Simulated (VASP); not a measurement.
Here is a VASP 6.6.1 calculation.

File INCAR:

```
SYSTEM = ZrBr
ALGO = Normal
EDIFF = 1E-8
ENCUT = 520
GGA = CA
ISIF = 2
ISMEAR = -1
LASPH = .TRUE.
LCHARG = .FALSE.
LEFG = .TRUE.
LREAL = .FALSE.
LWAVE = .FALSE.
NBANDS = 27
NELM = 100
PREC = Accurate
SIGMA = 0.02
```

Contents of KPOINTS:

```
k-points
0
G
  10 10 10
  0 0 0
```

POSCAR

```
ZrBr
1.0
    1.7690669013      1.0213712516      9.3570000000
   -1.7690669013      1.0213712516      9.3570000000
    0.0000000000     -2.0427425033      9.3570000000
Zr Br
2 2
Direct
    0.2092000000      0.2092000000      0.2092000000
    0.7908000000      0.7908000000      0.7908000000
    0.3917000000      0.3917000000      0.3917000000
    0.6083000000      0.6083000000      0.6083000000
```

Potentials or basis: VASP PAW LDA potentials, release 64 (Zr_sv, Br).

Launch:

```sh
$ cat potpaw_LDA.64/Zr_sv/POTCAR potpaw_LDA.64/Br/POTCAR > POTCAR
$ mpirun -np 1 vasp_std > vasp.out
```

**Question.** What does it give for the pressure?

**Answer.** -4.4 GPa.

**Question.** Estimate the largest force.

**Answer.** 0.447 eV/Å.

**Question.** Predict the band gap on the k mesh.

**Answer.** Zero (bands 19 and 20 overlap by 0.22 eV).

Electric field gradients, principal values (V/Å²):
```csv
atom,least,middle,greatest (by size)
1 Zr,8.903,8.903,-17.807
2 Zr,8.903,8.903,-17.807
3 Br,-11.939,-11.939,23.879
4 Br,-11.939,-11.939,23.879
```

Caveat: the cell differs from its parent crystal (equal xx and yy strain of +1 %); the cell stands under tension; without QUAD_EFG the Cq values of the log hold for a quadrupole moment of 1 mb, not for the nuclei.
